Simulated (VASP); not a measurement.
# Si8N in VASP: single point with PBE

Aim: the single point of Si8N with PBE.

All numbers are computed with VASP 6.6.1; they aren't measurements. Logs are shortened: lines on timing, memory, paths and dates and some standing lists are left out, and cuts for length are marked.

**1. The cell of the first run**

The cell holds a slab with vacuum, 9 atoms: a = 3.851 Å, b = 6.365 Å, c = 19.753 Å, α = 90.00°, β = 90.00°, γ = 90.00°.

**2. Single point, PBE, collinear spin, ferromagnetic start**

INCAR

```
SYSTEM = Si8N
PREC = Accurate
ENCUT = 520
EDIFF = 1E-6
ISMEAR = 0
SIGMA = 0.05
LREAL = .FALSE.
LASPH = .TRUE.
NELM = 200
ALGO = Normal
ISIF = 2
LWAVE = .FALSE.
LCHARG = .FALSE.
ISPIN = 2
MAGMOM = 0 0 0 0 0 0 0 0 3
LORBIT = 11
LDIPOL = .TRUE.
IDIPOL = 3
DIPOL = 0.5 0.5 0.319
GGA = PE
NBANDS = 32
GGA_COMPAT = .FALSE.
NELMDL = -8
```

KPOINTS

```
regular mesh
0
G
  7 4 1
  0 0 0
```

POSCAR

```
Si8N
1.0
    3.8510822285      0.0000000000      0.0000000000
    0.0000000000      6.3646810443      0.0000000000
    0.0000000000      0.0000000000     19.7525435318
Si N
8 1
Direct
    0.0000000000      0.9370679282      0.2025055656
    0.0000000000      0.5629320718      0.2025055656
    0.5000000000      0.4370679282      0.2587875163
    0.5000000000      0.0629320718      0.2587875163
    0.5000000000      0.9333044702      0.3720589482
    0.5000000000      0.5666955298      0.3720589482
    0.0000000000      0.4259907587      0.4177964989
    0.0000000000      0.0740092413      0.4177964989
    0.5000000000      1.2593240921      0.3695964830
```

Potentials or basis: VASP PAW PBE potentials, release 64 (Si, N).

The run is started by

```console
$ cat potpaw_PBE.64/Si/POTCAR potpaw_PBE.64/N/POTCAR > POTCAR
$ mpirun -np 1 vasp_std > vasp.out
```

OUTCAR:

```text
SYSTEM = Si8N
   PREC = Accurate
   ENCUT = 520
   EDIFF = 1E-6
   ISMEAR = 0
   LREAL = .FALSE.
   LASPH = .TRUE.
   NELM = 200
   ISIF = 2
   ISPIN = 2
   LORBIT = 11
   GGA = PE
   NELMDL = -8

 ion  position               nearest neighbor table
   1  0.000  0.937  0.203-   4 2.36   4 2.36   2 2.38
   2  0.000  0.563  0.203-   3 2.36   3 2.36   1 2.38
   3  0.500  0.437  0.259-   2 2.36   2 2.36   4 2.38   6 2.38
   4  0.500  0.063  0.259-   1 2.36   1 2.36   3 2.38   5 2.38
   5  0.500  0.933  0.372-   9 2.08   8 2.31   8 2.31   6 2.33   4 2.38
   6  0.500  0.567  0.372-   9 1.96   7 2.31   7 2.31   5 2.33   3 2.38
   7  0.000  0.426  0.418-   8 2.24   6 2.31   6 2.31   9 2.40   9 2.40
   8  0.000  0.074  0.418-   7 2.24   5 2.31   5 2.31   9 2.45   9 2.45
   9  0.500  0.259  0.370-   6 1.96   5 2.08   7 2.40   7 2.40   8 2.45   8 2.45

  LATTYP: Found a simple orthorhombic cell.
 ALAT       =     3.8510822285
 B/A-ratio  =     1.6526993366
 C/A-ratio  =     5.1290890092

  Lattice vectors:

 A1 = (   3.8510822285,   0.0000000000,   0.0000000000)
 A2 = (   0.0000000000,   6.3646810443,   0.0000000000)
 A3 = (   0.0000000000,   0.0000000000,  19.7525435318)

Analysis of symmetry for initial positions (statically):
=====================================================================
 Subroutine PRICEL returns:
 Original cell was already a primitive cell.

 Routine SETGRP: Setting up the symmetry group for a
 simple orthorhombic supercell.

 Subroutine GETGRP returns: Found  2 space group operations
 (whereof  2 operations were pure point group operations)
 out of a pool of  8 trial point group operations.

The static configuration has the point symmetry C_1h.

Analysis of symmetry for dynamics (positions and initial velocities):
=====================================================================
 Subroutine PRICEL returns:
 Original cell was already a primitive cell.

 Routine SETGRP: Setting up the symmetry group for a
 simple orthorhombic supercell.

 Subroutine GETGRP returns: Found  2 space group operations
 (whereof  2 operations were pure point group operations)
 out of a pool of  8 trial point group operations.

The dynamic configuration has the point symmetry C_1h.

Analysis of structural, dynamic, and magnetic symmetry:
=====================================================================
 Subroutine PRICEL returns:
 Original cell was already a primitive cell.

 Routine SETGRP: Setting up the symmetry group for a
 simple orthorhombic supercell.

 Subroutine GETGRP returns: Found  2 space group operations
 (whereof  2 operations were pure point group operations)
 out of a pool of  8 trial point group operations.

The overall configuration has the point symmetry C_1h.

 Subroutine INISYM returns: Found  2 space group operations
 (whereof  2 operations are pure point group operations),
 and found     1 'primitive' translations

----------------------------------------------------------------------------------------

                                     Primitive cell

  volume of cell :     484.1528

  direct lattice vectors                    reciprocal lattice vectors
     3.851082229  0.000000000  0.000000000     0.259667268  0.000000000  0.000000000
     0.000000000  6.364681044  0.000000000     0.000000000  0.157117064  0.000000000
     0.000000000  0.000000000 19.752543532     0.000000000  0.000000000  0.050626391

  length of vectors
     3.851082229  6.364681044 19.752543532     0.259667268  0.157117064  0.050626391

  position of ions in fractional coordinates (direct lattice)
     0.000000000  0.937067928  0.202505566
     0.000000000  0.562932072  0.202505566
     0.500000000  0.437067928  0.258787516
     0.500000000  0.062932072  0.258787516
     0.500000000  0.933304470  0.372058948
     0.500000000  0.566695530  0.372058948
     0.000000000  0.425990759  0.417796499
     0.000000000  0.074009241  0.417796499
     0.500000000  0.259324092  0.369596483

[... 62 lines left out ...]
   ISTART =      0    job   : 0-new  1-cont  2-samecut
   ICHARG =      2    charge: 1-file 2-atom 10-const
   ISPIN  =      2    spin polarized calculation?
   LNONCOLLINEAR =      F non collinear calculations
   LSORBIT =      F    spin-orbit coupling
   LASPH  =      T    aspherical Exc in radial PAW
   ENCUT  =  520.0 eV  38.22 Ry    6.18 a.u.   7.16 11.83 36.73*2*pi/ulx,y,z
   NELM   =    200;   NELMIN=  2; NELMDL= -8     # of ELM steps
   EDIFF  = 0.1E-05   stopping-criterion for ELM
   LREAL  =      F    real-space projection
   EDIFFG = 0.1E-04   stopping-criterion for IOM
   NSW    =      0    number of steps for IOM
   IBRION =     -1    ionic relax: 0-MD 1-quasi-New 2-CG
   NFREE  =      0    steps in history (QN), initial steepest desc. (CG)
   ISIF   =      2    stress and relaxation
   ISYM   =      2    0-nonsym 1-usesym 2-fastsym
   POTIM  = 0.5000    time-step for ionic-motion
   TEBEG  =    0.0;   TEEND  =   0.0 temperature during run
   PSTRESS=    0.0 pullay stress
   NELECT =      37.0000    total number of electrons
   NUPDOWN=      -1.0000    fix difference up-down
   EMIN   =  10.00;   EMAX   =-10.00  energy-range for DOS
   EFERMI =   0.00;   METHOD = LEGACY
   ISMEAR =     0;   SIGMA  =   0.05  broadening in eV -4-tet -1-fermi 0-gaus
   EFERMI_NEDOS =   21; number of points for ismear=-14 and -15
   IALGO  =     38    algorithm
   IMIX   =      4    mixing-type and parameters
     AMIX     =   0.40;   BMIX     =  1.00
     AMIX_MAG =   1.60;   BMIX_MAG =  1.00
  volume/ion in A,a.u.               =      53.79       363.02
  Fermi-wavevector in a.u.,A,eV,Ry     =   0.694728  1.312845  6.566804  0.482647
  Thomas-Fermi vector in A             =   1.777302
   LORBIT       =     11    0 simple, 1 ext, 2 COOP (PROOUT), +10 PAW based schemes
   GGA     = PE    functional components
   LHFCALC =     F    Hartree Fock is set to
   AEXX    =    0.0000 exact exchange contribution
   IVDW    =     0    specifies the selected vdW correction
   LEPSILON=     F    determine dielectric tensor
   LRPA    =     F    only Hartree local field effects (RPA)
 spin polarized calculation
 Gauss-broadening in eV      SIGMA  =   0.05
  energy-cutoff  :      520.00
  volume of cell :      484.15
 maximum number of plane-waves:     13082
 NGX is ok and might be reduce to    30
   NGX = 15   NGY = 23   NGZ = 73

 dipolmoment           0.000000      0.000000      0.094595 electrons x Angstroem

 number of electron      36.9999999 magnetization       0.0000817

 dipolmoment           0.000000      0.000000     -0.039496 electrons x Angstroem

 Free energy of the ion-electron system (eV)
  ---------------------------------------------------
  ext. energy  EPLUGINS =         0.00000000
  ---------------------------------------------------
  free energy    TOTEN  =       -44.39593604 eV

  energy without entropy =      -44.39203646  energy(sigma->0) =      -44.39398625

 E-fermi :  -0.9874     XC(G=0):  -3.9742

 val. band max:       -1.0129798596   @ k =   0.4286   0.0000   0.0000
 cond. band min:      -0.9759548747   @ k =   0.0000   0.0000   0.0000
 fundamental gap:      0.0370249849
 Fermi energy:        -0.9874168659

 spin component 1

 k-point     1 :       0.0000    0.0000    0.0000
  band No.  band energies     occupation
      1     -17.0889      1.00000
      2     -11.7233      1.00000
      3     -11.4540      1.00000
      4     -10.5562      1.00000
      5      -9.1191      1.00000
      6      -8.7968      1.00000
[... 385 lines left out ...]
     29       3.5162      0.00000
     30       3.9506      0.00000
 Fermi energy:        -0.9874168659

 spin component 2

 k-point     1 :       0.0000    0.0000    0.0000
  band No.  band energies     occupation
      1     -17.0889      1.00000
      2     -11.7233      1.00000
      3     -11.4540      1.00000
      4     -10.5562      1.00000
      5      -9.1191      1.00000
      6      -8.7968      1.00000
[... 385 lines left out ...]
     29       3.5162      0.00000
     30       3.9506      0.00000
 [bands above 30 left out]

------------------------ aborting loop because EDIFF is reached ----------------------------------------

 vacuum level on the upper side and lower side of the slab       (xc-potential included)        -0.141         0.143

  FORCE on cell =-STRESS in cart. coord.  units (eV):
  Direction    XX          YY          ZZ          XY          YZ          ZX
  --------------------------------------------------------------------------------------
  -------------------------------------------------------------------------------------
  Total        3.3077310      1.8887494      1.7030148      0.0000000      0.0909674      0.0000000
  in kB       10.9460719      6.2503231      5.6356828      0.0000000      0.3010330      0.0000000
  external PRESSURE =       7.6106926 kB  Pullay stress =       0.0000000 kB

 VOLUME and BASIS-vectors are now :
 -----------------------------------------------------------------------------
  energy-cutoff  :      520.00
  volume of cell :      484.15
      direct lattice vectors                 reciprocal lattice vectors
     3.851082229  0.000000000  0.000000000     0.259667268  0.000000000  0.000000000
     0.000000000  6.364681044  0.000000000     0.000000000  0.157117064  0.000000000
     0.000000000  0.000000000 19.752543532     0.000000000  0.000000000  0.050626391

 POSITION                                       TOTAL-FORCE (eV/Angst)
 -----------------------------------------------------------------------------------
      0.00000      5.96414      4.00000         0.000000     -0.305955      0.569010
      0.00000      3.58288      4.00000         0.000000      0.313798      0.571847
      1.92554      2.78180      5.11171         0.000000     -0.291565     -1.032791
      1.92554      0.40054      5.11171         0.000000      0.224713     -1.001906
      1.92554      5.94019      7.34911         0.000000      0.584315     -0.118849
      1.92554      3.60684      7.34911         0.000000     -0.400039     -0.103874
      0.00000      2.71130      8.25254         0.000000      0.571508      0.610615
      0.00000      0.47105      8.25254         0.000000     -0.611960      0.497786
      1.92554      1.65052      7.30047         0.000000     -0.084815      0.008162
 -----------------------------------------------------------------------------------
    total drift:                                0.000000     -0.000047     -0.000021

  FREE ENERGIE OF THE ION-ELECTRON SYSTEM (eV)
  ---------------------------------------------------
  free  energy   TOTEN  =       -44.3959360448 eV

  energy  without entropy=      -44.3920364586  energy(sigma->0) =      -44.39398625

 vacuum level on the upper side and lower side of the slab         3.468         3.760

 total charge

# of ion       s       p       d       tot
------------------------------------------
    1        0.809   0.822   0.000   1.631
    2        0.810   0.821   0.000   1.630
    3        0.776   0.863   0.000   1.639
    4        0.776   0.865   0.000   1.641
    5        0.780   0.884   0.000   1.664
    6        0.773   0.898   0.000   1.671
    7        0.827   0.815   0.000   1.642
    8        0.823   0.821   0.000   1.644
    9        1.342   2.227   0.000   3.568
--------------------------------------------------
tot          7.715   9.015   0.000  16.731

 magnetization (x)

# of ion       s       p       d       tot
------------------------------------------
    1        0.000   0.000   0.000   0.000
    2        0.000   0.000   0.000   0.000
    3       -0.000  -0.000   0.000  -0.000
    4       -0.000  -0.000   0.000  -0.000
    5       -0.000   0.000   0.000   0.000
    6        0.000   0.000   0.000   0.000
    7        0.000   0.000   0.000   0.000
    8        0.000   0.000   0.000   0.000
    9        0.000  -0.000   0.000  -0.000
--------------------------------------------------
tot          0.000   0.000   0.000   0.000
```

Wall time 28 min (1 thread of Oxide Virtual Turin-like, shared host); peak memory 0.78 GiB.

What came out:

```
Free energy                                           : -44.3959 eV
Largest force                                         : 1.073 eV/Å
Net moment                                            : 0.00 μB per cell
Valence electrons inside the program's atomic spheres : Si 1.63, 1.64, 1.66, 1.67 (each value once); N 3.57
```

Forces on the atoms (eV/Å):
```
Si   0.000 -0.306  0.569
Si   0.000  0.314  0.572
Si   0.000 -0.292 -1.033
Si   0.000  0.225 -1.002
Si   0.000  0.584 -0.119
Si   0.000 -0.400 -0.104
Si   0.000  0.572  0.611
Si   0.000 -0.612  0.498
N    0.000 -0.085  0.008
```
